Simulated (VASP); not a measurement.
# ZnS (P6_3mc) in VASP: notebook, part 2 of 2

VASP 6.6.1. The steps go on from the part before.

### 4 Single point, PBEsol

File INCAR:

```
SYSTEM = ZnS
PREC = Accurate ; ENCUT = 520
EDIFF = 1E-6 ; ISMEAR = 0
SIGMA = 0.05 ; LREAL = .False.
LASPH = .True. ; NELM = 80
ALGO = Normal ; ISIF = 2
LWAVE = .False. ; LCHARG = .False.
GGA = PS ; NBANDS = 26
```

File KPOINTS:

```
regular mesh
0
Gamma
  9 9 6
  0 0 0
```

File POSCAR:

```
ZnS
1.0
    3.8311821878      0.0000000000      0.0000000000
   -1.9155910939      3.3179011011      0.0000000000
    0.0000000000      0.0000000000      6.2903751065
Zn S
2 2
Direct
    0.3333333333      0.6666666667      0.0175222429
    0.6666666667      0.3333333333      0.5175222429
    0.3333333333      0.6666666667      0.3795575521
    0.6666666667      0.3333333333      0.8795575521
```

Potentials or basis: VASP PAW PBE potentials, release 64 (Zn, S).

Launch:

```sh
> cat potpaw_PBE.64/Zn/POTCAR potpaw_PBE.64/S/POTCAR > POTCAR
> mpirun -np 1 vasp_std > vasp.out
```

OUTCAR:

```text
SYSTEM = ZnS
   PREC = Accurate
   ENCUT = 520
   EDIFF = 1E-6
   ISMEAR = 0
   LREAL = .False.
   LASPH = .True.
   NELM = 80
   ISIF = 2
   GGA = PS

 ion  position               nearest neighbor table
   1  0.333  0.667  0.018-   3 2.28   4 2.38   4 2.38   4 2.38
   2  0.667  0.333  0.518-   4 2.28   3 2.38   3 2.38   3 2.38
   3  0.333  0.667  0.380-   1 2.28   2 2.38   2 2.38   2 2.38
   4  0.667  0.333  0.880-   2 2.28   1 2.38   1 2.38   1 2.38

  LATTYP: Found a hexagonal cell.
 ALAT       =     3.8311821878
 C/A-ratio  =     1.6418887952

  Lattice vectors:

 A1 = (   3.8311821878,   0.0000000000,   0.0000000000)
 A2 = (  -1.9155910939,   3.3179011011,   0.0000000000)
 A3 = (   0.0000000000,   0.0000000000,   6.2903751065)

Analysis of symmetry for initial positions (statically):
=====================================================================
 Subroutine PRICEL returns:
 Original cell was already a primitive cell.

 Routine SETGRP: Setting up the symmetry group for a
 hexagonal supercell.

 Subroutine GETGRP returns: Found 12 space group operations
 (whereof  6 operations were pure point group operations)
 out of a pool of 24 trial point group operations.

The static configuration has the point symmetry C_3v.
 The point group associated with its full space group is C_6v.

Analysis of symmetry for dynamics (positions and initial velocities):
=====================================================================
 Subroutine PRICEL returns:
 Original cell was already a primitive cell.

 Routine SETGRP: Setting up the symmetry group for a
 hexagonal supercell.

 Subroutine GETGRP returns: Found 12 space group operations
 (whereof  6 operations were pure point group operations)
 out of a pool of 24 trial point group operations.

The dynamic configuration has the point symmetry C_3v.
 The point group associated with its full space group is C_6v.

 Subroutine INISYM returns: Found 12 space group operations
 (whereof  6 operations are pure point group operations),
 and found     1 'primitive' translations

----------------------------------------------------------------------------------------

                                     Primitive cell

  volume of cell :      79.9600

  direct lattice vectors                    reciprocal lattice vectors
     3.831182188  0.000000000  0.000000000     0.261016039  0.150697680  0.000000000
    -1.915591094  3.317901101  0.000000000     0.000000000  0.301395361  0.000000000
     0.000000000  0.000000000  6.290375106     0.000000000  0.000000000  0.158973032

  length of vectors
     3.831182188  3.831182188  6.290375106     0.301395361  0.301395361  0.158973032

  position of ions in fractional coordinates (direct lattice)
     0.333333333  0.666666667  0.017522243
     0.666666667  0.333333333  0.517522243
     0.333333333  0.666666667  0.379557552
     0.666666667  0.333333333  0.879557552

  ion indices of the primitive-cell ions
   primitive index   ion index
                 1           1
                 2           2
                 3           3
                 4           4

----------------------------------------------------------------------------------------

 KPOINTS: regular mesh

Automatic generation of k-mesh.
 Grid dimensions read from file:
 generate k-points for:    9    9    6

 Generating k-lattice:

  Cartesian coordinates                     Fractional coordinates (reciprocal lattice)
     0.029001782  0.016744187  0.000000000     0.111111111  0.000000000  0.000000000
     0.000000000  0.033488373  0.000000000     0.000000000  0.111111111  0.000000000
     0.000000000  0.000000000  0.026495505     0.000000000  0.000000000  0.166666667

  Length of vectors
     0.033488373  0.033488373  0.026495505

  Shift w.r.t. Gamma in fractional coordinates (k-lattice)
     0.000000000  0.000000000  0.000000000

 Subroutine IBZKPT returns following result:
 ===========================================

 Found     48 irreducible k-points:

 Following reciprocal coordinates:
            Coordinates               Weight
  0.000000  0.000000  0.000000      1.000000
  0.111111 -0.000000  0.000000      6.000000
  0.222222 -0.000000  0.000000      6.000000
  0.333333  0.000000  0.000000      6.000000
  0.444444 -0.000000  0.000000      6.000000
  0.111111  0.111111  0.000000      6.000000
[... 16 lines left out ...]
  0.333333  0.222222  0.166667     24.000000
  0.333333  0.333333  0.166667      4.000000
 [... further k-points ...]
   k-points           NKPTS =     48   k-points in BZ     NKDIM =     48   number of bands    NBANDS=     26
   number of dos      NEDOS =    301   number of ions     NIONS =      4
   total plane-waves  NPLWV =  37632
   dimension x,y,z NGX =    28 NGY =   28 NGZ =   48
   dimension x,y,z NGXF=    56 NGYF=   56 NGZF=   96
   ions per type =               2   2
   NGX,Y,Z   is equivalent  to a cutoff of  12.15, 12.15, 12.69 a.u.
   NGXF,Y,Z  is equivalent  to a cutoff of  24.30, 24.30, 25.37 a.u.
 SYSTEM =  ZnS
   PREC   = accura    normal or accurate (medium, high low for compatibility)
   ISTART =      0    job   : 0-new  1-cont  2-samecut
   ICHARG =      2    charge: 1-file 2-atom 10-const
   ISPIN  =      1    spin polarized calculation?
   LNONCOLLINEAR =      F non collinear calculations
   LSORBIT =      F    spin-orbit coupling
   LASPH  =      T    aspherical Exc in radial PAW
   ENCUT  =  520.0 eV  38.22 Ry    6.18 a.u.   7.12  7.12 11.70*2*pi/ulx,y,z
   NELM   =     80;   NELMIN=  2; NELMDL= -5     # of ELM steps
   EDIFF  = 0.1E-05   stopping-criterion for ELM
   LREAL  =      F    real-space projection
   EDIFFG = 0.1E-04   stopping-criterion for IOM
   NSW    =      0    number of steps for IOM
   IBRION =     -1    ionic relax: 0-MD 1-quasi-New 2-CG
   NFREE  =      0    steps in history (QN), initial steepest desc. (CG)
   ISIF   =      2    stress and relaxation
   ISYM   =      2    0-nonsym 1-usesym 2-fastsym
   POTIM  = 0.5000    time-step for ionic-motion
   TEBEG  =    0.0;   TEEND  =   0.0 temperature during run
   PSTRESS=    0.0 pullay stress
   NELECT =      36.0000    total number of electrons
   NUPDOWN=      -1.0000    fix difference up-down
   EMIN   =  10.00;   EMAX   =-10.00  energy-range for DOS
   EFERMI =   0.00;   METHOD = LEGACY
   ISMEAR =     0;   SIGMA  =   0.05  broadening in eV -4-tet -1-fermi 0-gaus
   EFERMI_NEDOS =   21; number of points for ismear=-14 and -15
   IALGO  =     38    algorithm
   IMIX   =      4    mixing-type and parameters
     AMIX     =   0.40;   BMIX     =  1.00
     AMIX_MAG =   1.60;   BMIX_MAG =  1.00
  volume/ion in A,a.u.               =      19.99       134.90
  Fermi-wavevector in a.u.,A,eV,Ry     =   1.254733  2.371102 21.420407  1.574355
  Thomas-Fermi vector in A             =   2.388524
   LORBIT       =      0    0 simple, 1 ext, 2 COOP (PROOUT), +10 PAW based schemes
   GGA     = PS    functional components
   LHFCALC =     F    Hartree Fock is set to
   AEXX    =    0.0000 exact exchange contribution
   IVDW    =     0    specifies the selected vdW correction
   LEPSILON=     F    determine dielectric tensor
   LRPA    =     F    only Hartree local field effects (RPA)
 non-spin polarized calculation
 Gauss-broadening in eV      SIGMA  =   0.05
  energy-cutoff  :      520.00
  volume of cell :       79.96
 maximum number of plane-waves:      2178
   NGX = 15   NGY = 15   NGZ = 23

 number of electron      35.9999987 magnetization

 Free energy of the ion-electron system (eV)
  ---------------------------------------------------
  ext. energy  EPLUGINS =         0.00000000
  ---------------------------------------------------
  free energy    TOTEN  =       -15.10824755 eV

  energy without entropy =      -15.10824755  energy(sigma->0) =      -15.10824755

 E-fermi :   2.2155     XC(G=0):  -9.7825

 val. band max:        1.9479093304   @ k =   0.0000   0.0000   0.0000
 cond. band min:       3.8892020273   @ k =   0.0000   0.0000   0.0000
 fundamental gap:      1.9412926969
 Fermi energy:         2.2154615491

 k-point     1 :       0.0000    0.0000    0.0000
  band No.  band energies     occupation
      1     -11.1823      2.00000
      2     -10.2311      2.00000
      3      -4.4921      2.00000
      4      -4.3801      2.00000
      5      -4.3801      2.00000
      6      -4.2763      2.00000
[... 18 lines left out ...]
     25       9.6270      0.00000
     26      10.9141      0.00000
[... 644 lines left out ...]
      4      -4.2723      2.00000
      5      -4.2723      2.00000
      6      -4.0919      2.00000
[... 18 lines left out ...]
     25      11.8054      0.00000
     26      11.8480      0.00000

 [... further k-points ...]
[... 5 lines left out ...]
  --------------------------------------------------------------------------------------
  -------------------------------------------------------------------------------------
  Total       -1.7263114     -1.7263114     -0.2877897      0.0000000     -0.0000000      0.0000000
  in kB      -34.5905070    -34.5905070     -5.7665105      0.0000000     -0.0000000      0.0000000
  external PRESSURE =     -24.9825082 kB  Pullay stress =       0.0000000 kB

 VOLUME and BASIS-vectors are now :
 -----------------------------------------------------------------------------
  energy-cutoff  :      520.00
  volume of cell :       79.96
      direct lattice vectors                 reciprocal lattice vectors
     3.831182188  0.000000000  0.000000000     0.261016039  0.150697680  0.000000000
    -1.915591094  3.317901101  0.000000000     0.000000000  0.301395361  0.000000000
     0.000000000  0.000000000  6.290375106     0.000000000  0.000000000  0.158973032

 POSITION                                       TOTAL-FORCE (eV/Angst)
 -----------------------------------------------------------------------------------
     -0.00000      2.21193      0.11022        -0.000000      0.000000     -0.485693
      1.91559      1.10597      3.25541         0.000000     -0.000000     -0.485693
     -0.00000      2.21193      2.38756        -0.000000     -0.000000      0.485693
      1.91559      1.10597      5.53275        -0.000000     -0.000000      0.485693
 -----------------------------------------------------------------------------------
    total drift:                                0.000000      0.000001      0.000490

  FREE ENERGIE OF THE ION-ELECTRON SYSTEM (eV)
  ---------------------------------------------------
  free  energy   TOTEN  =       -15.1082475543 eV

  energy  without entropy=      -15.1082475543  energy(sigma->0) =      -15.10824755
```

OSZICAR:

```text
N       E                     dE             d eps       ncg     rms          rms(c)
DAV:   1     0.241243406293E+03    0.24124E+03   -0.17043E+04  2496   0.166E+03
DAV:   2     0.887113387030E+01   -0.23237E+03   -0.22172E+03  2566   0.348E+02
DAV:   3    -0.153264023976E+02   -0.24198E+02   -0.23935E+02  3018   0.111E+02
DAV:   4    -0.159154959139E+02   -0.58909E+00   -0.58784E+00  2850   0.174E+01
DAV:   5    -0.159243826681E+02   -0.88868E-02   -0.88847E-02  3058   0.215E+00    0.925E+00
DAV:   6    -0.151203056979E+02    0.80408E+00   -0.17685E+00  3402   0.397E+01    0.714E+00
DAV:   7    -0.151169499253E+02    0.33558E-02   -0.11264E+00  2642   0.654E+00    0.319E+00
DAV:   8    -0.151083052597E+02    0.86447E-02   -0.30349E-02  3290   0.185E+00    0.803E-01
DAV:   9    -0.151080225354E+02    0.28272E-03   -0.87167E-03  3364   0.150E+00    0.207E-01
DAV:  10    -0.151081248646E+02   -0.10233E-03   -0.56012E-04  3096   0.293E-01    0.109E-01
DAV:  11    -0.151082492129E+02   -0.12435E-03   -0.19502E-04  2602   0.101E-01    0.606E-02
DAV:  12    -0.151082455785E+02    0.36344E-05   -0.15198E-05  3074   0.801E-02    0.751E-03
DAV:  13    -0.151082477722E+02   -0.21937E-05   -0.48585E-06  2552   0.122E-02    0.373E-03
DAV:  14    -0.151082475543E+02    0.21794E-06   -0.30546E-07  1470   0.423E-03
   1 F= -.15108248E+02 E0= -.15108248E+02  d E =-.425901E-16
```

stdout:

```text
POSCAR found type information on POSCAR ZnS
 POSCAR found :  2 types and       4 ions
 scaLAPACK will be used
 -----------------------------------------------------------------------------
|                                                                             |
|                                                                             |
|     You enforced a specific xc type in the INCAR file but a different       |
|     I HOPE YOU KNOW WHAT YOU ARE DOING!                                     |
|                                                                             |
 -----------------------------------------------------------------------------

 LDA part: xc-table for (Slater+PW92), standard interpolation
 POSCAR, INCAR and KPOINTS ok, starting setup
 FFT: planning ... GRIDC
 FFT: planning ... GRID_SOFT
 FFT: planning ... GRID
 WAVECAR not read
 entering main loop
```

Run time: 73 s. Hardware: 1 thread of Intel Xeon Platinum 8259CL at 2.50GHz (Skylake/Cascade Lake), shared host; peak memory 0.23 GiB.

What came out:

* Free energy: -15.1082 eV
* Pressure: -2.5 GPa
* Largest force: 0.486 eV/Å
* Band gap on the k mesh: 1.94 eV, direct

Forces on the atoms (eV/Å):
```
Zn   0.000  0.000 -0.486
Zn   0.000  0.000 -0.486
S    0.000  0.000  0.486
S    0.000  0.000  0.486
```

Levels at points of the mesh, in eV from the valence-band top:
```
           k point  band 15  band 16  band 17  band 18  band 19  band 20  band 21  band 22
(0.00, 0.00, 0.00)    -0.95    -0.21     0.00     0.00     1.94     3.06     6.22     6.22
(0.00, 0.00, 0.50)    -0.50    -0.50    -0.50    -0.50     3.43     3.43     6.67     6.67
```

Caveat: the PAW data sets were made with another functional, which shifts forces and pressure a little. A hybrid or GW would open this gap; PBEsol tends to underestimate it.
